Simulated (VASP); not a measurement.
# GaN (I-4m2) in VASP: notebook, part 3 of 3

VASP 6.6.1. Earlier steps stand in the parts before.

## Step 4: Single point, PBE (strain -0.015 along x and y, -0.030 along z)

INCAR reads:

```
SYSTEM = GaN
PREC = Accurate ; ENCUT = 520
EDIFF = 1E-6 ; ISMEAR = 0
SIGMA = 0.05 ; LREAL = .False.
LASPH = .True. ; NELM = 80
ALGO = Normal ; ISIF = 2
LWAVE = .False. ; LCHARG = .True.
GGA = PE ; LELF = .True.
LVHAR = .True. ; NBANDS = 16
```

KPOINTS reads:

```
Automatic mesh
0
Gamma
  10 10 10
  0 0 0
```

POSCAR reads:

```
GaN
1.0
    0.0000000000      2.2401249154      2.2060113380
    2.2401249154      0.0000000000      2.2060113380
    2.2401249154      2.2401249154      0.0000000000
Ga N
1 1
Direct
    0.0000000000      0.0000000000      0.0000000000
    0.7500000000      0.7500000000      0.7500000000
```

Potentials or basis: VASP PAW PBE potentials, release 64 (Ga_d, N).

Launch:

```console
> cat potpaw_PBE.64/Ga_d/POTCAR potpaw_PBE.64/N/POTCAR > POTCAR
> mpirun -np 1 vasp_std > vasp.out
```

OUTCAR:

```text
SYSTEM = GaN
   PREC = Accurate
   ENCUT = 520
   EDIFF = 1E-6
   ISMEAR = 0
   LREAL = .False.
   LASPH = .True.
   NELM = 80
   ISIF = 2
   GGA = PE

 ion  position               nearest neighbor table
   1  0.000  0.000  0.000-   2 1.93   2 1.93   2 1.93   2 1.93
   2  0.750  0.750  0.750-   1 1.93   1 1.93   1 1.93   1 1.93

  LATTYP: Found a body centered tetragonal cell.
 ALAT       =     3.1680150368
 C/A-ratio  =     1.3926773152

  Lattice vectors:

 A1 = (   0.0000000000,  -2.2401249154,  -2.2060113380)
 A2 = (   0.0000000000,   2.2401249154,  -2.2060113380)
 A3 = (   2.2401249154,   0.0000000000,   2.2060113380)

Analysis of symmetry for initial positions (statically):
=====================================================================
 Subroutine PRICEL returns:
 Original cell was already a primitive cell.

 Routine SETGRP: Setting up the symmetry group for a
 body centered tetragonal supercell.

 Subroutine GETGRP returns: Found  8 space group operations
 (whereof  8 operations were pure point group operations)
 out of a pool of 16 trial point group operations.

The static configuration has the point symmetry D_2d.

Analysis of symmetry for dynamics (positions and initial velocities):
=====================================================================
 Subroutine PRICEL returns:
 Original cell was already a primitive cell.

 Routine SETGRP: Setting up the symmetry group for a
 body centered tetragonal supercell.

 Subroutine GETGRP returns: Found  8 space group operations
 (whereof  8 operations were pure point group operations)
 out of a pool of 16 trial point group operations.

The dynamic configuration has the point symmetry D_2d.

 Subroutine INISYM returns: Found  8 space group operations
 (whereof  8 operations are pure point group operations),
 and found     1 'primitive' translations

----------------------------------------------------------------------------------------

                                     Primitive cell

  volume of cell :      22.1402

  direct lattice vectors                    reciprocal lattice vectors
     0.000000000  2.240124915  2.206011338    -0.223201839  0.223201839  0.226653414
     2.240124915  0.000000000  2.206011338     0.223201839 -0.223201839  0.226653414
     2.240124915  2.240124915  0.000000000     0.223201839  0.223201839 -0.226653414

  length of vectors
     3.143985633  3.143985633  3.168015037     0.388599912  0.388599912  0.388599912

  position of ions in fractional coordinates (direct lattice)
     0.000000000  0.000000000  0.000000000
     0.750000000  0.750000000  0.750000000

  ion indices of the primitive-cell ions
   primitive index   ion index
                 1           1
                 2           2

----------------------------------------------------------------------------------------

 KPOINTS: Automatic mesh

Automatic generation of k-mesh.
 Grid dimensions read from file:
 generate k-points for:   10   10   10

 Generating k-lattice:

  Cartesian coordinates                     Fractional coordinates (reciprocal lattice)
    -0.022320184  0.022320184  0.022665341     0.100000000  0.000000000  0.000000000
     0.022320184 -0.022320184  0.022665341     0.000000000  0.100000000  0.000000000
     0.022320184  0.022320184 -0.022665341     0.000000000  0.000000000  0.100000000

  Length of vectors
     0.038859991  0.038859991  0.038859991

  Shift w.r.t. Gamma in fractional coordinates (k-lattice)
     0.000000000  0.000000000  0.000000000

 Subroutine IBZKPT returns following result:
 ===========================================

 Found    102 irreducible k-points:

 Following reciprocal coordinates:
            Coordinates               Weight
  0.000000  0.000000  0.000000      1.000000
  0.100000  0.000000  0.000000      8.000000
  0.200000  0.000000  0.000000      8.000000
  0.300000  0.000000  0.000000      8.000000
  0.400000  0.000000  0.000000      8.000000
  0.500000 -0.000000  0.000000      4.000000
[... 16 lines left out ...]
  0.300000  0.300000  0.000000      2.000000
  0.400000  0.300000  0.000000      8.000000
 [... further k-points ...]
   k-points           NKPTS =    102   k-points in BZ     NKDIM =    102   number of bands    NBANDS=     16
   number of dos      NEDOS =    301   number of ions     NIONS =      2
   total plane-waves  NPLWV =  13824
   dimension x,y,z NGX =    24 NGY =   24 NGZ =   24
   dimension x,y,z NGXF=    48 NGYF=   48 NGZF=   48
   ions per type =               1   1
   NGX,Y,Z   is equivalent  to a cutoff of  12.69, 12.69, 12.59 a.u.
   NGXF,Y,Z  is equivalent  to a cutoff of  25.38, 25.38, 25.19 a.u.
 SYSTEM =  GaN
   PREC   = accura    normal or accurate (medium, high low for compatibility)
   ISTART =      0    job   : 0-new  1-cont  2-samecut
   ICHARG =      2    charge: 1-file 2-atom 10-const
   ISPIN  =      1    spin polarized calculation?
   LNONCOLLINEAR =      F non collinear calculations
   LSORBIT =      F    spin-orbit coupling
   LASPH  =      T    aspherical Exc in radial PAW
   ENCUT  =  520.0 eV  38.22 Ry    6.18 a.u.   5.85  5.85  5.89*2*pi/ulx,y,z
   NELM   =     80;   NELMIN=  2; NELMDL= -5     # of ELM steps
   EDIFF  = 0.1E-05   stopping-criterion for ELM
   LREAL  =      F    real-space projection
   EDIFFG = 0.1E-04   stopping-criterion for IOM
   NSW    =      0    number of steps for IOM
   IBRION =     -1    ionic relax: 0-MD 1-quasi-New 2-CG
   NFREE  =      0    steps in history (QN), initial steepest desc. (CG)
   ISIF   =      2    stress and relaxation
   ISYM   =      2    0-nonsym 1-usesym 2-fastsym
   POTIM  = 0.5000    time-step for ionic-motion
   TEBEG  =    0.0;   TEEND  =   0.0 temperature during run
   PSTRESS=    0.0 pullay stress
   NELECT =      18.0000    total number of electrons
   NUPDOWN=      -1.0000    fix difference up-down
   EMIN   =  10.00;   EMAX   =-10.00  energy-range for DOS
   EFERMI =   0.00;   METHOD = LEGACY
   ISMEAR =     0;   SIGMA  =   0.05  broadening in eV -4-tet -1-fermi 0-gaus
   EFERMI_NEDOS =   21; number of points for ismear=-14 and -15
   IALGO  =     38    algorithm
   IMIX   =      4    mixing-type and parameters
     AMIX     =   0.40;   BMIX     =  1.00
     AMIX_MAG =   1.60;   BMIX_MAG =  1.00
  volume/ion in A,a.u.               =      11.07        74.70
  Fermi-wavevector in a.u.,A,eV,Ry     =   1.527935  2.887379 31.763970  2.334586
  Thomas-Fermi vector in A             =   2.635763
   LORBIT       =      0    0 simple, 1 ext, 2 COOP (PROOUT), +10 PAW based schemes
   GGA     = PE    functional components
   LHFCALC =     F    Hartree Fock is set to
   AEXX    =    0.0000 exact exchange contribution
   IVDW    =     0    specifies the selected vdW correction
   LEPSILON=     F    determine dielectric tensor
   LRPA    =     F    only Hartree local field effects (RPA)
 non-spin polarized calculation
 Gauss-broadening in eV      SIGMA  =   0.05
  energy-cutoff  :      520.00
  volume of cell :       22.14
 maximum number of plane-waves:       608
   NGX = 11   NGY = 11   NGZ = 11

 number of electron      18.0000015 magnetization

 Free energy of the ion-electron system (eV)
  ---------------------------------------------------
  ext. energy  EPLUGINS =         0.00000000
  ---------------------------------------------------
  free energy    TOTEN  =       -12.10233558 eV

  energy without entropy =      -12.10233558  energy(sigma->0) =      -12.10233558

 E-fermi :   5.9832     XC(G=0): -11.8460

 val. band max:        5.6959085796   @ k =   0.0000   0.0000   0.0000
 cond. band min:       7.5876308972   @ k =   0.0000   0.0000   0.0000
 fundamental gap:      1.8917223176
 Fermi energy:         5.9832443010

 k-point     1 :       0.0000    0.0000    0.0000
  band No.  band energies     occupation
      1     -10.5738      2.00000
      2      -7.8304      2.00000
      3      -7.8304      2.00000
      4      -7.8132      2.00000
      5      -7.4707      2.00000
      6      -7.4693      2.00000
[... 8 lines left out ...]
     15      24.5862      0.00000
     16      24.5862      0.00000
[... 419 lines left out ...]
 k-point    24 :       0.4000    0.3000    0.0000
  band No.  band energies     occupation
      1      -9.4805      2.00000
      2      -7.6935      2.00000
      3      -7.5804      2.00000
      4      -7.5804      2.00000
      5      -7.4000      2.00000
      6      -6.5493      2.00000
[... 8 lines left out ...]
     15      28.3051      0.00000
     16      28.4466      0.00000

 [... further k-points ...]

------------------------ aborting loop because EDIFF is reached ----------------------------------------

  FORCE on cell =-STRESS in cart. coord.  units (eV):
  Direction    XX          YY          ZZ          XY          YZ          ZX
  --------------------------------------------------------------------------------------
  -------------------------------------------------------------------------------------
  Total        1.5707384      1.5707384      1.8096587      0.0000000      0.0000000      0.0000000
  in kB      113.6664347    113.6664347    130.9558945      0.0000000      0.0000000      0.0000000
  external PRESSURE =     119.4295880 kB  Pullay stress =       0.0000000 kB

 VOLUME and BASIS-vectors are now :
 -----------------------------------------------------------------------------
  energy-cutoff  :      520.00
  volume of cell :       22.14
      direct lattice vectors                 reciprocal lattice vectors
     0.000000000  2.240124915  2.206011338    -0.223201839  0.223201839  0.226653414
     2.240124915  0.000000000  2.206011338     0.223201839 -0.223201839  0.226653414
     2.240124915  2.240124915  0.000000000     0.223201839  0.223201839 -0.226653414

 POSITION                                       TOTAL-FORCE (eV/Angst)
 -----------------------------------------------------------------------------------
      0.00000      0.00000      0.00000         0.000000      0.000000      0.000000
      3.36019      3.36019      3.30902        -0.000000     -0.000000      0.000000
 -----------------------------------------------------------------------------------
    total drift:                               -0.000002     -0.000002     -0.000001

  FREE ENERGIE OF THE ION-ELECTRON SYSTEM (eV)
  ---------------------------------------------------
  free  energy   TOTEN  =       -12.1023355759 eV

  energy  without entropy=      -12.1023355759  energy(sigma->0) =      -12.10233558
```

OSZICAR:

```text
N       E                     dE             d eps       ncg     rms          rms(c)
DAV:   1     0.774453381966E+02    0.77445E+02   -0.93658E+03  3736   0.202E+03
DAV:   2    -0.894985577801E+01   -0.86395E+02   -0.80676E+02  3680   0.319E+02
DAV:   3    -0.141031477301E+02   -0.51533E+01   -0.51354E+01  3744   0.674E+01
DAV:   4    -0.141575892183E+02   -0.54441E-01   -0.54435E-01  4272   0.737E+00
DAV:   5    -0.141583001057E+02   -0.71089E-03   -0.71088E-03  3808   0.749E-01    0.784E+00
DAV:   6    -0.120984481568E+02    0.20599E+01   -0.48690E+00  4968   0.408E+01    0.268E+00
DAV:   7    -0.121097751420E+02   -0.11327E-01   -0.33859E-01  3632   0.650E+00    0.178E+00
DAV:   8    -0.121060546290E+02    0.37205E-02   -0.52233E-02  3824   0.334E+00    0.741E-01
DAV:   9    -0.121021225682E+02    0.39321E-02   -0.14520E-02  5000   0.287E+00    0.183E-01
DAV:  10    -0.121024268097E+02   -0.30424E-03   -0.15677E-03  3912   0.576E-01    0.827E-02
DAV:  11    -0.121023306725E+02    0.96137E-04   -0.29026E-04  4824   0.251E-01    0.112E-02
DAV:  12    -0.121023358390E+02   -0.51665E-05   -0.29391E-05  3808   0.533E-02    0.118E-02
DAV:  13    -0.121023355759E+02    0.26302E-06   -0.69349E-07  2960   0.153E-02
   1 F= -.12102336E+02 E0= -.12102336E+02  d E =-.128215E-18
```

stdout:

```text
POSCAR found type information on POSCAR GaN
 POSCAR found :  2 types and       2 ions
 scaLAPACK will be used
 LDA part: xc-table for (Slater+PW92), standard interpolation
 POSCAR, INCAR and KPOINTS ok, starting setup
 FFT: planning ... GRIDC
 FFT: planning ... GRID_SOFT
 FFT: planning ... GRID
 WAVECAR not read
 entering main loop
```

Run time: 19 s. Hardware: 1 thread of Intel Xeon 6975P-C, shared host; peak memory 0.16 GiB.

Results:

- Free energy: -12.1023 eV
- Pressure: 11.9 GPa
- Band gap on the k mesh: 1.89 eV, direct

Caveat: the cell differs from its parent crystal (strain -0.015 along x and y, -0.030 along z).

## Step 5: Summary

| cell | gap on the mesh (eV) | pressure (GPa) |
| --- | --- | --- |
| a = 3.144, b = 3.144, c = 3.120 Å, angles 60.3, 60.3, 59.5°, 2 atoms | 2.01 | 15.4 |
| a = 3.168, b = 3.168, c = 3.120 Å, angles 60.5, 60.5, 59.0°, 2 atoms | 1.89 | 11.9 |
| a = 3.144, b = 3.144, c = 3.168 Å, angles 59.7, 59.7, 60.5°, 2 atoms | 1.89 | 11.9 |

Alike in all rows: task single point; level PBE; potentials or basis VASP PAW PBE potentials, release 64 (Ga_d, N); no spin polarisation; k mesh 10 × 10 × 10; cutoff (eV) 520; smearing gaussian 0.05 eV.

Absolute energies hang on the potentials; compare differences alone.
